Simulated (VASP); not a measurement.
# Ga2P (P4/nmm) in VASP: relaxation of cell and atoms with PBE

Aim: the relaxation of cell and atoms of Ga2P with PBE.

Program: VASP 6.6.1. These are calculated values, not measurements. Logs are shortened: lines on timing, memory, paths and dates and some standing lists are left out, and cuts for length are marked.

## 1. The cell of the first run

The structure is tetragonal, space group P4/nmm (No. 129). The conventional cell has a = 3.652 Å, b = 3.652 Å, c = 8.457 Å, α = 90.00°, β = 90.00°, γ = 90.00°. Within 3.2 Å of Ga (site symmetry 4mm) lie 1 P at 2.43 Å and 4 Ga at 2.68 Å. Ga (site symmetry 4mm) has 5 P at 2.59 to 2.62 Å and 13 Ga at 3.40 to 3.72 Å within 3.8 Å. P (site symmetry 4mm) has 6 Ga at 2.43 to 2.62 Å within 3.2 Å.

## 2. Relaxation of cell and atoms, PBE

INCAR

```
PREC = Accurate
ENCUT = 500
EDIFF = 1E-7
ISMEAR = 0
SIGMA = 0.1
LREAL = F
LASPH = T
NELM = 120
ALGO = Normal
ISIF = 3
LWAVE = F
LCHARG = F
GGA = PE
IBRION = 2
NSW = 100
EDIFFG = -0.01
GGA_COMPAT = F
NELMIN = 4
```

KPOINTS

```
regular mesh
0
Gamma
  10 10 6
```

POSCAR

```
Ga2P
1.0
    3.6516953523      0.0000000000      0.0000000000
    0.0000000000      3.6516953523      0.0000000000
    0.0000000000      0.0000000000      8.4569905007
Ga P
4 2
Direct
    0.0000000000      0.5000000000      0.9569872191
    0.5000000000      0.0000000000      0.0430127809
    0.0000000000      0.5000000000      0.3594545941
    0.5000000000      0.0000000000      0.6405454059
    0.0000000000      0.5000000000      0.6694982180
    0.5000000000      0.0000000000      0.3305017820
```

Potentials or basis: VASP PAW PBE potentials, release 64 (Ga_d, P).

On the command line:

```sh
$ cat potpaw_PBE.64/Ga_d/POTCAR potpaw_PBE.64/P/POTCAR > POTCAR
$ mpirun -np 1 vasp_std > vasp.out
```

OUTCAR:

```text
PREC = Accurate
   ENCUT = 500
   EDIFF = 1E-7
   ISMEAR = 0
   LREAL = F
   LASPH = T
   NELM = 120
   ISIF = 3
   GGA = PE
   IBRION = 2
   NSW = 100
   EDIFFG = -0.01
   NELMIN = 4

 ion  position               nearest neighbor table
   1  0.000  0.500  0.957-   5 2.43   2 2.68   2 2.68   2 2.68   2 2.68
   2  0.500  0.000  0.043-   6 2.43   1 2.68   1 2.68   1 2.68   1 2.68
   3  0.000  0.500  0.359-   6 2.59   6 2.59   6 2.59   6 2.59   5 2.62
   4  0.500  0.000  0.641-   5 2.59   5 2.59   5 2.59   5 2.59   6 2.62
   5  0.000  0.500  0.669-   1 2.43   4 2.59   4 2.59   4 2.59   4 2.59   3 2.62
   6  0.500  0.000  0.331-   2 2.43   3 2.59   3 2.59   3 2.59   3 2.59   4 2.62

  LATTYP: Found a simple tetragonal cell.
 ALAT       =     3.6516953523
 C/A-ratio  =     2.3159080057

  Lattice vectors:

 A1 = (   3.6516953523,   0.0000000000,   0.0000000000)
 A2 = (   0.0000000000,   3.6516953523,   0.0000000000)
 A3 = (   0.0000000000,   0.0000000000,   8.4569905007)

Analysis of symmetry for initial positions (statically):
=====================================================================
 Subroutine PRICEL returns:
 Original cell was already a primitive cell.

 Routine SETGRP: Setting up the symmetry group for a
 simple tetragonal supercell.

 Subroutine GETGRP returns: Found 16 space group operations
 (whereof  8 operations were pure point group operations)
 out of a pool of 16 trial point group operations.

The static configuration has the point symmetry D_2d.
 The point group associated with its full space group is D_4h.

Analysis of symmetry for dynamics (positions and initial velocities):
=====================================================================
 Subroutine PRICEL returns:
 Original cell was already a primitive cell.

 Routine SETGRP: Setting up the symmetry group for a
 simple tetragonal supercell.

 Subroutine GETGRP returns: Found 16 space group operations
 (whereof  8 operations were pure point group operations)
 out of a pool of 16 trial point group operations.

The dynamic configuration has the point symmetry D_2d.
 The point group associated with its full space group is D_4h.

 Subroutine INISYM returns: Found 16 space group operations
 (whereof  8 operations are pure point group operations),
 and found     1 'primitive' translations

----------------------------------------------------------------------------------------

                                     Primitive cell

  volume of cell :     112.7729

  direct lattice vectors                    reciprocal lattice vectors
     3.651695352  0.000000000  0.000000000     0.273845407  0.000000000  0.000000000
     0.000000000  3.651695352  0.000000000     0.000000000  0.273845407  0.000000000
     0.000000000  0.000000000  8.456990501     0.000000000  0.000000000  0.118245373

  length of vectors
     3.651695352  3.651695352  8.456990501     0.273845407  0.273845407  0.118245373

  position of ions in fractional coordinates (direct lattice)
     0.000000000  0.500000000  0.956987219
     0.500000000  0.000000000  0.043012781
     0.000000000  0.500000000  0.359454594
     0.500000000  0.000000000  0.640545406
     0.000000000  0.500000000  0.669498218
     0.500000000  0.000000000  0.330501782

  ion indices of the primitive-cell ions
   primitive index   ion index
                 1           1
                 2           2
                 3           3
                 4           4
                 5           5
                 6           6

----------------------------------------------------------------------------------------

 KPOINTS: regular mesh

Automatic generation of k-mesh.
 Grid dimensions read from file:
 generate k-points for:   10   10    6

 Generating k-lattice:

  Cartesian coordinates                     Fractional coordinates (reciprocal lattice)
     0.027384541  0.000000000  0.000000000     0.100000000  0.000000000  0.000000000
     0.000000000  0.027384541  0.000000000     0.000000000  0.100000000  0.000000000
     0.000000000  0.000000000  0.019707562     0.000000000  0.000000000  0.166666667

  Length of vectors
     0.027384541  0.027384541  0.019707562

  Shift w.r.t. Gamma in fractional coordinates (k-lattice)
     0.000000000  0.000000000  0.000000000

 Subroutine IBZKPT returns following result:
 ===========================================

 Found     84 irreducible k-points:

 Following reciprocal coordinates:
            Coordinates               Weight
  0.000000  0.000000  0.000000      1.000000
  0.100000  0.000000  0.000000      4.000000
  0.200000  0.000000  0.000000      4.000000
  0.300000  0.000000  0.000000      4.000000
  0.400000  0.000000  0.000000      4.000000
  0.500000  0.000000  0.000000      2.000000
[... 16 lines left out ...]
  0.100000  0.000000  0.166667      8.000000
  0.200000  0.000000  0.166667      8.000000
 [... further k-points ...]
   k-points           NKPTS =     84   k-points in BZ     NKDIM =     84   number of bands    NBANDS=     37
   number of dos      NEDOS =    301   number of ions     NIONS =      6
   total plane-waves  NPLWV =  50176
   dimension x,y,z NGX =    28 NGY =   28 NGZ =   64
   dimension x,y,z NGXF=    56 NGYF=   56 NGZF=  128
   ions per type =               4   2
   NGX,Y,Z   is equivalent  to a cutoff of  12.75, 12.75, 12.58 a.u.
   NGXF,Y,Z  is equivalent  to a cutoff of  25.49, 25.49, 25.16 a.u.
 SYSTEM =  unknown system
   PREC   = accura    normal or accurate (medium, high low for compatibility)
   ISTART =      0    job   : 0-new  1-cont  2-samecut
   ICHARG =      2    charge: 1-file 2-atom 10-const
   ISPIN  =      1    spin polarized calculation?
   LNONCOLLINEAR =      F non collinear calculations
   LSORBIT =      F    spin-orbit coupling
   LASPH  =      T    aspherical Exc in radial PAW
   ENCUT  =  500.0 eV  36.75 Ry    6.06 a.u.   6.66  6.66 15.42*2*pi/ulx,y,z
   NELM   =    120;   NELMIN=  4; NELMDL= -5     # of ELM steps
   EDIFF  = 0.1E-06   stopping-criterion for ELM
   LREAL  =      F    real-space projection
   EDIFFG = -.1E-01   stopping-criterion for IOM
   NSW    =    100    number of steps for IOM
   IBRION =      2    ionic relax: 0-MD 1-quasi-New 2-CG
   NFREE  =      1    steps in history (QN), initial steepest desc. (CG)
   ISIF   =      3    stress and relaxation
   ISYM   =      2    0-nonsym 1-usesym 2-fastsym
   POTIM  = 0.5000    time-step for ionic-motion
   TEBEG  =    0.0;   TEEND  =   0.0 temperature during run
   PSTRESS=    0.0 pullay stress
   NELECT =      62.0000    total number of electrons
   NUPDOWN=      -1.0000    fix difference up-down
   EMIN   =  10.00;   EMAX   =-10.00  energy-range for DOS
   EFERMI =   0.00;   METHOD = LEGACY
   ISMEAR =     0;   SIGMA  =   0.10  broadening in eV -4-tet -1-fermi 0-gaus
   EFERMI_NEDOS =   21; number of points for ismear=-14 and -15
   IALGO  =     38    algorithm
   IMIX   =      4    mixing-type and parameters
     AMIX     =   0.40;   BMIX     =  1.00
     AMIX_MAG =   1.60;   BMIX_MAG =  1.00
  volume/ion in A,a.u.               =      18.80       126.84
  Fermi-wavevector in a.u.,A,eV,Ry     =   1.341129  2.534366 24.471791  1.798626
  Thomas-Fermi vector in A             =   2.469387
   LORBIT       =      0    0 simple, 1 ext, 2 COOP (PROOUT), +10 PAW based schemes
   GGA     = PE    functional components
   LHFCALC =     F    Hartree Fock is set to
   AEXX    =    0.0000 exact exchange contribution
   IVDW    =     0    specifies the selected vdW correction
   LEPSILON=     F    determine dielectric tensor
   LRPA    =     F    only Hartree local field effects (RPA)
 conjugate gradient relaxation of ions
 non-spin polarized calculation
 Gauss-broadening in eV      SIGMA  =   0.10
  energy-cutoff  :      500.00
  volume of cell :      112.77
 maximum number of plane-waves:      2887
 NGX is ok and might be reduce to    28
   NGX = 13   NGY = 13   NGZ = 31

--------------------------------------- Ionic step        1  -------------------------------------------

 number of electron      61.9999964 magnetization

 Free energy of the ion-electron system (eV)
  ---------------------------------------------------
  ext. energy  EPLUGINS =         0.00000000
  ---------------------------------------------------
  free energy    TOTEN  =       -22.74023695 eV

  energy without entropy =      -22.72741557  energy(sigma->0) =      -22.73382626

------------------------ aborting loop because EDIFF is reached ----------------------------------------

  FORCE on cell =-STRESS in cart. coord.  units (eV):
  Direction    XX          YY          ZZ          XY          YZ          ZX
  --------------------------------------------------------------------------------------
  -------------------------------------------------------------------------------------
  Total       -0.0646361     -0.0646361     -1.0332968      0.0000000      0.0000000      0.0000000
  in kB       -0.9182922     -0.9182922    -14.6801583      0.0000000      0.0000000      0.0000000
  external PRESSURE =      -5.5055809 kB  Pullay stress =       0.0000000 kB
[... 101 lines left out ...]
  FREE ENERGIE OF THE ION-ELECTRON SYSTEM (eV)
  ---------------------------------------------------
  free  energy   TOTEN  =       -22.7461868899 eV

  energy  without entropy=      -22.7352121928  energy(sigma->0) =      -22.74069954

[... ionic steps 4 to 8 ...]

--------------------------------------- Ionic step        9  -------------------------------------------

 number of electron      61.9999961 magnetization

------------------------ aborting loop because EDIFF is reached ----------------------------------------

  FORCE on cell =-STRESS in cart. coord.  units (eV):
  Direction    XX          YY          ZZ          XY          YZ          ZX
  --------------------------------------------------------------------------------------
  -------------------------------------------------------------------------------------
  Total       -0.0450002     -0.0450002      0.0146065      0.0000000      0.0000000     -0.0000000
  in kB       -0.6480017     -0.6480017      0.2103331      0.0000000      0.0000000     -0.0000000
  external PRESSURE =      -0.3618901 kB  Pullay stress =       0.0000000 kB
[... 65 lines left out ...]
  energy  without entropy=      -22.7422595941  energy(sigma->0) =      -22.74709184

--------------------------------------- Ionic step       11  -------------------------------------------

 number of electron      61.9999961 magnetization

 Free energy of the ion-electron system (eV)
  ---------------------------------------------------
  ext. energy  EPLUGINS =         0.00000000
  ---------------------------------------------------
  free energy    TOTEN  =       -22.75194833 eV

  energy without entropy =      -22.74220897  energy(sigma->0) =      -22.74707865

 E-fermi :   5.7815     XC(G=0): -10.6997

 val. band max:        5.7609958006   @ k =   0.4000   0.4000   0.3333
 cond. band min:       5.7827039394   @ k =   0.1000   0.0000   0.0000
 fundamental gap:      0.0217081388
 Fermi energy:         5.7815072448

 k-point     1 :       0.0000    0.0000    0.0000
  band No.  band energies     occupation
      1      -9.3642      2.00000
      2      -9.2895      2.00000
      3      -9.2443      2.00000
      4      -9.2067      2.00000
      5      -9.0859      2.00000
      6      -9.0760      2.00000
[... 949 lines left out ...]
     36      10.6192      0.00000
     37      11.0738      0.00000

 [... further k-points ...]
[... 5 lines left out ...]
  --------------------------------------------------------------------------------------
  -------------------------------------------------------------------------------------
  Total       -0.0094160     -0.0094160     -0.0347246      0.0000000      0.0000000      0.0000000
  in kB       -0.1355973     -0.1355973     -0.5000625      0.0000000      0.0000000      0.0000000
  external PRESSURE =      -0.2570857 kB  Pullay stress =       0.0000000 kB
[... 21 lines left out ...]
  FREE ENERGIE OF THE ION-ELECTRON SYSTEM (eV)
  ---------------------------------------------------
  free  energy   TOTEN  =       -22.7519483253 eV

  energy  without entropy=      -22.7422089698  energy(sigma->0) =      -22.74707865

 reached required accuracy - stopping structural energy minimisation
```

It took 19 min on 1 thread of AMD EPYC 9R45 (Zen 5), shared host; peak memory 0.36 GiB.

What came out:

- Free energy: -22.7519 eV
- Relaxed volume: 18.54 Å³/atom
- Relaxed cell: a = 3.654 Å, b = 3.654 Å, c = 8.331 Å, α = 90.00°, β = 90.00°, γ = 90.00°
- Space group after relaxing (to 0.1 Å): P4/nmm (No. 129)
- Energy gained by relaxing: 2.0 meV/atom
- Ionic steps: 11
- Pressure after relaxing: 0.0 GPa
- Largest force after relaxing: 0.005 eV/Å
- Band gap on the k mesh: zero (bands 31 and 32 overlap by 4.92 eV)

Forces in eV/Å, atoms in the order of the input:
```
Ga   0.000  0.000  0.003
Ga   0.000  0.000 -0.003
Ga   0.000  0.000  0.002
Ga   0.000  0.000 -0.002
P    0.000  0.000  0.005
P    0.000  0.000 -0.005
```

The path:
```
step  energy change (eV)  largest force (eV/Å)  pressure (GPa)  volume (Å³)
   1              0.0000                0.1040           -0.55       112.77
   2             -0.0058                0.0934            0.03       111.72
   3             -0.0059                0.0996            0.12       111.56
   4             -0.0076                0.0917            0.04       111.59
   5             -0.0094                0.0715           -0.16       111.66
   6             -0.0106                0.0725           -0.01       111.34
   7             -0.0109                0.0790            0.12       111.09
   8             -0.0116                0.0237            0.00       111.22
   9             -0.0117                0.0127           -0.04       111.26
  10             -0.0117                0.0110            0.00       111.26
  11             -0.0117                0.0055           -0.03       111.26
```

Final structure:
```xyz
6
Lattice="3.6544 0.0000 0.0000 0.0000 3.6544 0.0000 0.0000 0.0000 8.3311" Properties=species:S:1:pos:R:3 pbc="T T T"
Ga    0.0000    1.8272    7.9686
Ga    1.8272    0.0000    0.3626
Ga    3.6544    1.8272    2.9443
Ga    1.8272    0.0000    5.3868
P     3.6544    1.8272    5.5622
P     1.8272    0.0000    2.7690
```

The gap in the log of VASP goes by the Fermi energy; the results here count the filled bands.